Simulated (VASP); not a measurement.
# Tl (P6_3/mmc) in VASP: a series of runs

Tl is run at these levels: PBEsol; tasks: single point.

Program: VASP 6.6.1. These are calculated values, not measurements. Logs are shortened: lines on timing, memory, paths and dates and some standing lists are left out, and cuts for length are marked.

### 1 The cell of the first run

It takes space group P6_3/mmc (No. 194, hexagonal). The conventional cell has a = 3.648 Å, b = 3.648 Å, c = 4.958 Å, α = 90.00°, β = 90.00°, γ = 120.00°. Within 4.3 Å of Tl (site symmetry -6m2) lie 12 Tl at 3.25 to 3.65 Å.

### 2 Single point, PBEsol

INCAR

```
PREC = Accurate
ENCUT = 520
EDIFF = 1E-6
ISMEAR = 0
SIGMA = 0.15
LREAL = F
LASPH = T
NELM = 100
ALGO = Fast
ISIF = 2
LWAVE = F
LCHARG = F
GGA = PS
NBANDS = 20
```

KPOINTS

```
Automatic mesh
0
Gamma
  18 18 10
```

POSCAR

```
Tl
1.0
    3.6483840805      0.0000000000      0.0000000000
   -1.8241920403      3.1595932965      0.0000000000
    0.0000000000      0.0000000000      4.9576770503
Tl
2
Direct
    0.3333333333      0.6666666667      0.2500000000
    0.6666666667      0.3333333333      0.7500000000
```

Potentials or basis: VASP PAW PBE potentials, release 64 (Tl_d).

Started as:

```
$ cat potpaw_PBE.64/Tl_d/POTCAR > POTCAR
$ mpirun -np 1 vasp_std > vasp.out
```

OUTCAR:

```text
PREC = Accurate
   ENCUT = 520
   EDIFF = 1E-6
   ISMEAR = 0
   LREAL = F
   LASPH = T
   NELM = 100
   ISIF = 2
   GGA = PS

 ion  position               nearest neighbor table
   1  0.333  0.667  0.250-   2 3.25   2 3.25   2 3.25   2 3.25   2 3.25   2 3.25
   2  0.667  0.333  0.750-   1 3.25   1 3.25   1 3.25   1 3.25   1 3.25   1 3.25

  LATTYP: Found a hexagonal cell.
 ALAT       =     3.6483840805
 C/A-ratio  =     1.3588692805

  Lattice vectors:

 A1 = (   3.6483840805,   0.0000000000,   0.0000000000)
 A2 = (  -1.8241920403,   3.1595932965,   0.0000000000)
 A3 = (   0.0000000000,   0.0000000000,   4.9576770503)

Analysis of symmetry for initial positions (statically):
=====================================================================
 Subroutine PRICEL returns:
 Original cell was already a primitive cell.

 Routine SETGRP: Setting up the symmetry group for a
 hexagonal supercell.

 Subroutine GETGRP returns: Found 24 space group operations
 (whereof 12 operations were pure point group operations)
 out of a pool of 24 trial point group operations.

The static configuration has the point symmetry D_3d.
 The point group associated with its full space group is D_6h.

Analysis of symmetry for dynamics (positions and initial velocities):
=====================================================================
 Subroutine PRICEL returns:
 Original cell was already a primitive cell.

 Routine SETGRP: Setting up the symmetry group for a
 hexagonal supercell.

 Subroutine GETGRP returns: Found 24 space group operations
 (whereof 12 operations were pure point group operations)
 out of a pool of 24 trial point group operations.

The dynamic configuration has the point symmetry D_3d.
 The point group associated with its full space group is D_6h.

 Subroutine INISYM returns: Found 24 space group operations
 (whereof 12 operations are pure point group operations),
 and found     1 'primitive' translations

----------------------------------------------------------------------------------------

                                     Primitive cell

  volume of cell :      57.1492

  direct lattice vectors                    reciprocal lattice vectors
     3.648384081  0.000000000  0.000000000     0.274093949  0.158248215  0.000000000
    -1.824192040  3.159593297  0.000000000     0.000000000  0.316496430  0.000000000
     0.000000000  0.000000000  4.957677050     0.000000000  0.000000000  0.201707370

  length of vectors
     3.648384081  3.648384081  4.957677050     0.316496430  0.316496430  0.201707370

  position of ions in fractional coordinates (direct lattice)
     0.333333333  0.666666667  0.250000000
     0.666666667  0.333333333  0.750000000

  ion indices of the primitive-cell ions
   primitive index   ion index
                 1           1
                 2           2

----------------------------------------------------------------------------------------

 KPOINTS: Automatic mesh

Automatic generation of k-mesh.
 Grid dimensions read from file:
 generate k-points for:   18   18   10

 Generating k-lattice:

  Cartesian coordinates                     Fractional coordinates (reciprocal lattice)
     0.015227442  0.008791568  0.000000000     0.055555556  0.000000000  0.000000000
     0.000000000  0.017583135  0.000000000     0.000000000  0.055555556  0.000000000
     0.000000000  0.000000000  0.020170737     0.000000000  0.000000000  0.100000000

  Length of vectors
     0.017583135  0.017583135  0.020170737

  Shift w.r.t. Gamma in fractional coordinates (k-lattice)
     0.000000000  0.000000000  0.000000000

 Subroutine IBZKPT returns following result:
 ===========================================

 Found    222 irreducible k-points:

 Following reciprocal coordinates:
            Coordinates               Weight
  0.000000  0.000000  0.000000      1.000000
  0.055556  0.000000  0.000000      6.000000
  0.111111  0.000000  0.000000      6.000000
  0.166667  0.000000  0.000000      6.000000
  0.222222 -0.000000  0.000000      6.000000
  0.277778  0.000000  0.000000      6.000000
[... 16 lines left out ...]
  0.333333  0.111111  0.000000     12.000000
  0.388889  0.111111  0.000000     12.000000
 [... further k-points ...]
   k-points           NKPTS =    222   k-points in BZ     NKDIM =    222   number of bands    NBANDS=     20
   number of dos      NEDOS =    301   number of ions     NIONS =      2
   total plane-waves  NPLWV =  31360
   dimension x,y,z NGX =    28 NGY =   28 NGZ =   40
   dimension x,y,z NGXF=    56 NGYF=   56 NGZF=   80
   ions per type =               2
   NGX,Y,Z   is equivalent  to a cutoff of  12.76, 12.76, 13.41 a.u.
   NGXF,Y,Z  is equivalent  to a cutoff of  25.52, 25.52, 26.83 a.u.
 SYSTEM =  unknown system
   PREC   = accura    normal or accurate (medium, high low for compatibility)
   ISTART =      0    job   : 0-new  1-cont  2-samecut
   ICHARG =      2    charge: 1-file 2-atom 10-const
   ISPIN  =      1    spin polarized calculation?
   LNONCOLLINEAR =      F non collinear calculations
   LSORBIT =      F    spin-orbit coupling
   LASPH  =      T    aspherical Exc in radial PAW
   ENCUT  =  520.0 eV  38.22 Ry    6.18 a.u.   6.78  6.78  9.22*2*pi/ulx,y,z
   NELM   =    100;   NELMIN=  2; NELMDL= -5     # of ELM steps
   EDIFF  = 0.1E-05   stopping-criterion for ELM
   LREAL  =      F    real-space projection
   EDIFFG = 0.1E-04   stopping-criterion for IOM
   NSW    =      0    number of steps for IOM
   IBRION =     -1    ionic relax: 0-MD 1-quasi-New 2-CG
   NFREE  =      0    steps in history (QN), initial steepest desc. (CG)
   ISIF   =      2    stress and relaxation
   ISYM   =      2    0-nonsym 1-usesym 2-fastsym
   POTIM  = 0.5000    time-step for ionic-motion
   TEBEG  =    0.0;   TEEND  =   0.0 temperature during run
   PSTRESS=    0.0 pullay stress
   NELECT =      26.0000    total number of electrons
   NUPDOWN=      -1.0000    fix difference up-down
   EMIN   =  10.00;   EMAX   =-10.00  energy-range for DOS
   EFERMI =   0.00;   METHOD = LEGACY
   ISMEAR =     0;   SIGMA  =   0.15  broadening in eV -4-tet -1-fermi 0-gaus
   EFERMI_NEDOS =   21; number of points for ismear=-14 and -15
   IALGO  =     68    algorithm
   IMIX   =      4    mixing-type and parameters
     AMIX     =   0.40;   BMIX     =  1.00
     AMIX_MAG =   1.60;   BMIX_MAG =  1.00
  volume/ion in A,a.u.               =      28.57       192.83
  Fermi-wavevector in a.u.,A,eV,Ry     =   1.259107  2.379367 21.570001  1.585350
  Thomas-Fermi vector in A             =   2.392683
   LORBIT       =      0    0 simple, 1 ext, 2 COOP (PROOUT), +10 PAW based schemes
   GGA     = PS    functional components
   LHFCALC =     F    Hartree Fock is set to
   AEXX    =    0.0000 exact exchange contribution
   IVDW    =     0    specifies the selected vdW correction
   LEPSILON=     F    determine dielectric tensor
   LRPA    =     F    only Hartree local field effects (RPA)
 non-spin polarized calculation
 RMM-DIIS sequential band-by-band and
 Gauss-broadening in eV      SIGMA  =   0.15
  energy-cutoff  :      520.00
  volume of cell :       57.15
 maximum number of plane-waves:      1558
 NGX is ok and might be reduce to    28
   NGX = 13   NGY = 13   NGZ = 19

 number of electron      25.9999998 magnetization

 Free energy of the ion-electron system (eV)
  ---------------------------------------------------
  ext. energy  EPLUGINS =         0.00000000
  ---------------------------------------------------
  free energy    TOTEN  =        -5.20780713 eV

  energy without entropy =       -5.19751753  energy(sigma->0) =       -5.20266233

 E-fermi :   6.3923     XC(G=0): -10.3521

 val. band max:        6.3789466666   @ k =   0.3333   0.0000   0.0000
 cond. band min:       6.4032161464   @ k =   0.3333   0.2778   0.3000
 fundamental gap:      0.0242694798
 Fermi energy:         6.3923116065

 k-point     1 :       0.0000    0.0000    0.0000
  band No.  band energies     occupation
      1      -5.4107      2.00000
      2      -5.1965      2.00000
      3      -5.1965      2.00000
      4      -5.1028      2.00000
      5      -5.1028      2.00000
      6      -5.0193      2.00000
[... 12 lines left out ...]
     19      15.5284      0.00000
     20      18.2794      0.00000

 k-point     2 :       0.0556    0.0000    0.0000
  band No.  band energies     occupation
      1      -5.4047      2.00000
      2      -5.2031      2.00000
      3      -5.2003      2.00000
      4      -5.1205      2.00000
      5      -5.0936      2.00000
      6      -5.0164      2.00000
[... 12 lines left out ...]
     19      16.2759      0.00000
     20      17.9574      0.00000

 k-point     3 :       0.1111    0.0000    0.0000
  band No.  band energies     occupation
      1      -5.3909      2.00000
      2      -5.2217      2.00000
      3      -5.2120      2.00000
      4      -5.1556      2.00000
      5      -5.0674      2.00000
      6      -5.0100      2.00000
[... 12 lines left out ...]
     19      16.7129      0.00000
     20      17.1485      0.00000

 k-point     4 :       0.1667    0.0000    0.0000
  band No.  band energies     occupation
      1      -5.3815      2.00000
      2      -5.2487      2.00000
      3      -5.2318      2.00000
      4      -5.1866      2.00000
      5      -5.0274      2.00000
      6      -4.9986      2.00000
[... 12 lines left out ...]
     19      16.0987      0.00000
     20      17.5989      0.00000

 k-point     5 :       0.2222   -0.0000    0.0000
  band No.  band energies     occupation
      1      -5.3906      2.00000
      2      -5.2798      2.00000
      3      -5.2594      2.00000
      4      -5.2030      2.00000
      5      -4.9789      2.00000
      6      -4.9776      2.00000
[... 12 lines left out ...]
     19      15.9618      0.00000
     20      17.3862      0.00000

 k-point     6 :       0.2778    0.0000    0.0000
  band No.  band energies     occupation
      1      -5.4172      2.00000
      2      -5.3110      2.00000
      3      -5.2926      2.00000
      4      -5.2104      2.00000
      5      -4.9441      2.00000
      6      -4.9278      2.00000
[... 12 lines left out ...]
     19      15.6835      0.00000
     20      16.8565      0.00000

 k-point     7 :       0.3333    0.0000    0.0000
  band No.  band energies     occupation
      1      -5.4492      2.00000
      2      -5.3388      2.00000
      3      -5.3275      2.00000
      4      -5.2179      2.00000
      5      -4.9029      2.00000
      6      -4.8802      2.00000
[... 12 lines left out ...]
     19      15.3526      0.00000
     20      16.4445      0.00000
[... 277 lines left out ...]
 k-point    20 :       0.1667    0.1111    0.0000
  band No.  band energies     occupation
      1      -5.3654      2.00000
      2      -5.3204      2.00000
      3      -5.2432      2.00000
      4      -5.2377      2.00000
      5      -4.9602      2.00000
      6      -4.9319      2.00000
[... 12 lines left out ...]
     19      15.7261      0.00000
     20      16.5896      0.00000

 k-point    21 :       0.2222    0.1111    0.0000
  band No.  band energies     occupation
      1      -5.3826      2.00000
      2      -5.3655      2.00000
      3      -5.2491      2.00000
      4      -5.2460      2.00000
      5      -4.9493      2.00000
      6      -4.8938      2.00000
[... 12 lines left out ...]
     19      15.3410      0.00000
     20      16.0460      0.00000

 k-point    22 :       0.2778    0.1111    0.0000
  band No.  band energies     occupation
      1      -5.4108      2.00000
      2      -5.4078      2.00000
      3      -5.2605      2.00000
      4      -5.2379      2.00000
      5      -4.9338      2.00000
      6      -4.8612      2.00000
[... 12 lines left out ...]
     19      15.0416      0.00000
     20      15.6412      0.00000

 k-point    23 :       0.3333    0.1111    0.0000
  band No.  band energies     occupation
      1      -5.4423      2.00000
      2      -5.4370      2.00000
      3      -5.2703      2.00000
      4      -5.2311      2.00000
      5      -4.9139      2.00000
      6      -4.8687      2.00000
[... 12 lines left out ...]
     19      14.8345      0.00000
     20      15.3580      0.00000

 k-point    24 :       0.3889    0.1111    0.0000
  band No.  band energies     occupation
      1      -5.4648      2.00000
      2      -5.4545      2.00000
      3      -5.2770      2.00000
      4      -5.2280      2.00000
      5      -4.8957      2.00000
      6      -4.8848      2.00000
[... 12 lines left out ...]
     19      14.7133      0.00000
     20      15.1897      0.00000

 [... further k-points ...]
[... 5 lines left out ...]
  --------------------------------------------------------------------------------------
  -------------------------------------------------------------------------------------
  Total       -0.0086288     -0.0086288      0.8858760      0.0000000     -0.0000000      0.0000000
  in kB       -0.2419092     -0.2419092     24.8355358      0.0000000     -0.0000000      0.0000000
  external PRESSURE =       8.1172392 kB  Pullay stress =       0.0000000 kB

 VOLUME and BASIS-vectors are now :
 -----------------------------------------------------------------------------
  energy-cutoff  :      520.00
  volume of cell :       57.15
      direct lattice vectors                 reciprocal lattice vectors
     3.648384081  0.000000000  0.000000000     0.274093949  0.158248215  0.000000000
    -1.824192040  3.159593297  0.000000000     0.000000000  0.316496430  0.000000000
     0.000000000  0.000000000  4.957677050     0.000000000  0.000000000  0.201707370

 POSITION                                       TOTAL-FORCE (eV/Angst)
 -----------------------------------------------------------------------------------
     -0.00000      2.10640      1.23942         0.000000     -0.000000      0.000000
      1.82419      1.05320      3.71826        -0.000000      0.000000      0.000000
 -----------------------------------------------------------------------------------
    total drift:                               -0.000000      0.000000      0.000000

  FREE ENERGIE OF THE ION-ELECTRON SYSTEM (eV)
  ---------------------------------------------------
  free  energy   TOTEN  =        -5.2078071345 eV

  energy  without entropy=       -5.1975175283  energy(sigma->0) =       -5.20266233
```

It took 65 s on 1 thread of Intel Xeon 6975P-C (Granite Rapids), shared host; peak memory 0.32 GiB.

Results:

| Item | Value |
| --- | --- |
| Free energy | -5.2078 eV |
| Pressure | 0.8 GPa |
| Band gap on the k mesh | zero (band 13 reaches 12.16 eV, above the bottom of band 14 at 4.09 eV) |

Levels at points of the mesh, in eV from the Fermi level:
| k point | band 10 | band 11 | band 12 | band 13 | band 14 | band 15 | band 16 | band 17 |
| --- | --- | --- | --- | --- | --- | --- | --- | --- |
| (0.00, 0.00, 0.00) | -11.00 | -10.10 | -3.46 | -2.16 | 6.10 | 6.10 | 8.63 | 8.63 |
| (0.50, 0.00, 0.00) | -10.89 | -6.45 | -5.16 | 0.22 | 1.61 | 1.82 | 2.55 | 4.25 |
| (0.00, 0.00, 0.50) | -11.10 | -8.34 | -8.34 | 5.77 | 5.77 | 7.41 | 7.41 | 7.41 |
| (0.50, 0.00, 0.50) | -11.07 | -5.01 | -5.01 | -2.30 | -2.30 | 4.77 | 4.77 | 6.58 |

Caveat: the PAW data sets were made with another functional, which shifts forces and pressure a little; spin-orbit coupling is left out, which moves the levels of the heavy elements.

(Continued in part 2 of 3.)
